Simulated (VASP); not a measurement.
# Ir (P6_3/mmc) in VASP: a series of runs, part 2 of 2

VASP 6.6.1. The steps go on from the part before.

## (4) Single point, r2SCAN

This run uses another cell than the first one, of 14.26 Å³/atom.

Contents of POSCAR:

```
Ir
1.0
    2.7290830642      0.0000000000      0.0000000000
   -1.3645415321      2.3634552626      0.0000000000
    0.0000000000      0.0000000000      4.4216560766
Ir
2
Direct
    0.3333333333      0.6666666667      0.2500000000
    0.6666666667      0.3333333333      0.7500000000
```

Contents of INCAR.step1:

```
PREC = Accurate ; ENCUT = 520
ISMEAR = 0 ; SIGMA = 0.1
LREAL = F ; LASPH = T
NELM = 100 ; NBANDS = 16
GGA = PE ; ALGO = Normal
EDIFF = 1E-4 ; LWAVE = T
LCHARG = F
```

Contents of INCAR.step2:

```
PREC = Accurate ; ENCUT = 520
EDIFF = 1E-6 ; ISMEAR = 0
SIGMA = 0.1 ; LREAL = F
LASPH = T ; NELM = 100
ALGO = Normal ; ISIF = 2
LWAVE = F ; LCHARG = F
METAGGA = R2SCAN ; LMIXTAU = T
NBANDS = 16 ; ISTART = 1
```

Contents of KPOINTS:

```
regular mesh
0
Gamma
  18 18 10
```

Potentials or basis: VASP PAW PBE potentials, release 64 (Ir).

Launch:

```sh
> cat potpaw_PBE.64/Ir/POTCAR > POTCAR
> cp INCAR.step1 INCAR
> mpirun -np 1 vasp_std > vasp.out
> cp INCAR.step2 INCAR
> mpirun -np 1 vasp_std > vasp.out
```

OUTCAR:

```text
PREC = Accurate
   ENCUT = 520
   EDIFF = 1E-6
   ISMEAR = 0
   LREAL = F
   LASPH = T
   NELM = 100
   ISIF = 2
   METAGGA = R2SCAN
   ISTART = 1

 ion  position               nearest neighbor table
   1  0.333  0.667  0.250-   2 2.71   2 2.71   2 2.71   2 2.71   2 2.71   2 2.71
   2  0.667  0.333  0.750-   1 2.71   1 2.71   1 2.71   1 2.71   1 2.71   1 2.71

  LATTYP: Found a hexagonal cell.
 ALAT       =     2.7290830642
 C/A-ratio  =     1.6201984229

  Lattice vectors:

 A1 = (   2.7290830642,   0.0000000000,   0.0000000000)
 A2 = (  -1.3645415321,   2.3634552626,   0.0000000000)
 A3 = (   0.0000000000,   0.0000000000,   4.4216560766)

Analysis of symmetry for initial positions (statically):
=====================================================================
 Subroutine PRICEL returns:
 Original cell was already a primitive cell.

 Routine SETGRP: Setting up the symmetry group for a
 hexagonal supercell.

 Subroutine GETGRP returns: Found 24 space group operations
 (whereof 12 operations were pure point group operations)
 out of a pool of 24 trial point group operations.

The static configuration has the point symmetry D_3d.
 The point group associated with its full space group is D_6h.

Analysis of symmetry for dynamics (positions and initial velocities):
=====================================================================
 Subroutine PRICEL returns:
 Original cell was already a primitive cell.

 Routine SETGRP: Setting up the symmetry group for a
 hexagonal supercell.

 Subroutine GETGRP returns: Found 24 space group operations
 (whereof 12 operations were pure point group operations)
 out of a pool of 24 trial point group operations.

The dynamic configuration has the point symmetry D_3d.
 The point group associated with its full space group is D_6h.

 Subroutine INISYM returns: Found 24 space group operations
 (whereof 12 operations are pure point group operations),
 and found     1 'primitive' translations

[... 115 lines left out ...]
  volume/ion in A,a.u.               =      14.26        96.23
  Fermi-wavevector in a.u.,A,eV,Ry     =   1.404266  2.653677 26.830175  1.971962
  Thomas-Fermi vector in A             =   2.526845
   LORBIT       =      0    0 simple, 1 ext, 2 COOP (PROOUT), +10 PAW based schemes
   METAGGA = R2SCAN    functional components
   LHFCALC =     F    Hartree Fock is set to
   AEXX    =    0.0000 exact exchange contribution
   IVDW    =     0    specifies the selected vdW correction
   LEPSILON=     F    determine dielectric tensor
   LRPA    =     F    only Hartree local field effects (RPA)
 non-spin polarized calculation
 Gauss-broadening in eV      SIGMA  =   0.10
  energy-cutoff  :      520.00
  volume of cell :       28.52
 maximum number of plane-waves:       785
   NGX = 11   NGY = 11   NGZ = 17

 number of electron      18.0000000 magnetization

 Free energy of the ion-electron system (eV)
  ---------------------------------------------------
  ext. energy  EPLUGINS =         0.00000000
  ---------------------------------------------------
  free energy    TOTEN  =      -104.56134047 eV

  energy without entropy =     -104.55157418  energy(sigma->0) =     -104.55645733

 E-fermi :  10.1863     XC(G=0): -15.2812

 val. band max:       10.1790430073   @ k =   0.3889  -0.0000   0.0000
 cond. band min:      10.1911194391   @ k =   0.3333   0.3333   0.1000
 fundamental gap:      0.0120764318
 Fermi energy:        10.1862709823

 k-point     1 :       0.0000    0.0000    0.0000
  band No.  band energies     occupation
      1      -1.4074      2.00000
      2       1.7281      2.00000
      3       6.1239      2.00000
      4       6.2173      2.00000
      5       6.2173      2.00000
      6       6.8916      2.00000
[... 433 lines left out ...]
      3       3.1797      2.00000
      4       5.7869      2.00000
      5       6.0139      2.00000
      6       6.4720      2.00000
[... 8 lines left out ...]
     15      21.1834      0.00000
     16      24.1206      0.00000

 [... further k-points ...]

------------------------ aborting loop because EDIFF is reached ----------------------------------------

  FORCE on cell =-STRESS in cart. coord.  units (eV):
  Direction    XX          YY          ZZ          XY          YZ          ZX
  --------------------------------------------------------------------------------------
  -------------------------------------------------------------------------------------
  Total        0.4411998      0.4411998      0.4693164     -0.0000000      0.0000000      0.0000000
  in kB       24.7854470     24.7854470     26.3649666     -0.0000000      0.0000000      0.0000000
  external PRESSURE =      25.3119535 kB  Pullay stress =       0.0000000 kB

 VOLUME and BASIS-vectors are now :
 -----------------------------------------------------------------------------
  energy-cutoff  :      520.00
  volume of cell :       28.52
      direct lattice vectors                 reciprocal lattice vectors
     2.729083064  0.000000000  0.000000000     0.366423438  0.211554671  0.000000000
    -1.364541532  2.363455263  0.000000000     0.000000000  0.423109342  0.000000000
     0.000000000  0.000000000  4.421656077     0.000000000  0.000000000  0.226159607

 POSITION                                       TOTAL-FORCE (eV/Angst)
 -----------------------------------------------------------------------------------
     -0.00000      1.57564      1.10541        -0.000000      0.000000      0.000000
      1.36454      0.78782      3.31624         0.000000     -0.000000      0.000000
 -----------------------------------------------------------------------------------
    total drift:                               -0.000000      0.000000     -0.000000

  FREE ENERGIE OF THE ION-ELECTRON SYSTEM (eV)
  ---------------------------------------------------
  free  energy   TOTEN  =      -104.5613404726 eV

  energy  without entropy=     -104.5515741834  energy(sigma->0) =     -104.55645733
```

OUTCAR.step1:

```text
PREC = Accurate
   ENCUT = 520
   ISMEAR = 0
   LREAL = F
   LASPH = T
[... 679 lines left out ...]
 -----------------------------------------------------------------------------------
     -0.00000      1.57564      1.10541        -0.000000     -0.000000      0.000000
      1.36454      0.78782      3.31624         0.000000      0.000000      0.000000
 -----------------------------------------------------------------------------------
    total drift:                               -0.000000      0.000000     -0.000000

  FREE ENERGIE OF THE ION-ELECTRON SYSTEM (eV)
  ---------------------------------------------------
  free  energy   TOTEN  =       -17.5422616514 eV

  energy  without entropy=      -17.5320421443  energy(sigma->0) =      -17.53715190
```

OSZICAR.step1:

```text
N       E                     dE             d eps       ncg     rms          rms(c)
DAV:   1     0.143771719873E+03    0.14377E+03   -0.84547E+03  7104   0.113E+03
DAV:   2    -0.148899897941E+02   -0.15866E+03   -0.14299E+03  7104   0.308E+02
DAV:   3    -0.185874864476E+02   -0.36975E+01   -0.36428E+01  9784   0.560E+01
DAV:   4    -0.186276023757E+02   -0.40116E-01   -0.40107E-01  8032   0.495E+00
DAV:   5    -0.186287196211E+02   -0.11172E-02   -0.11172E-02  9912   0.861E-01    0.216E+01
DAV:   6    -0.177276280875E+02    0.90109E+00   -0.11055E+00  8976   0.137E+01    0.901E+00
DAV:   7    -0.175542787000E+02    0.17335E+00   -0.36874E-01  9648   0.748E+00    0.207E+00
DAV:   8    -0.175461681297E+02    0.81106E-02   -0.58580E-03  8096   0.700E-01    0.105E+00
DAV:   9    -0.175422535688E+02    0.39146E-02   -0.44940E-03  9392   0.844E-01    0.167E-02
DAV:  10    -0.175422616514E+02   -0.80826E-05   -0.22724E-05  5792   0.450E-02
   1 F= -.17542262E+02 E0= -.17537152E+02  d E =-.102195E-01
```

Wall time 5.1 min (1 thread of Intel Xeon 8259CL, shared host); peak memory 0.21 GiB.

What came out:

```yaml
Free_energy: -104.5613 eV
Pressure: 2.5 GPa
Band_gap_on_the_k_mesh: zero (bands 9 and 10 overlap by 3.41 eV)
```

Caveat: the PAW data sets were made with another functional, which shifts forces and pressure a little; spin-orbit coupling is left out, which moves the levels of the heavy elements.

## (5) Summary

```csv
cell,k mesh,gap on the mesh (eV),pressure (GPa)
"a = 2.639, b = 2.639, c = 4.166 Å, angles 90.0, 90.0, 120.0°, 2 atoms",6 × 6 × 4,none,70.7
"a = 2.723, b = 2.723, c = 4.445 Å, angles 90.0, 90.0, 120.0°, 2 atoms",12 × 12 × 6,none,2.3
"a = 2.729, b = 2.729, c = 4.422 Å, angles 90.0, 90.0, 120.0°, 2 atoms",18 × 18 × 10,none,2.5
```

Alike in all rows: task single point; level r2SCAN; potentials or basis VASP PAW PBE potentials, release 64 (Ir); no spin polarisation; cutoff (eV) 520; smearing gaussian 0.1 eV.

Caveats: some runs use coarse meshes; the PAW data sets were made with another functional, which shifts forces and pressure a little; spin-orbit coupling is left out, which moves the levels of the heavy elements.

Absolute energies hang on the potentials; compare differences alone.
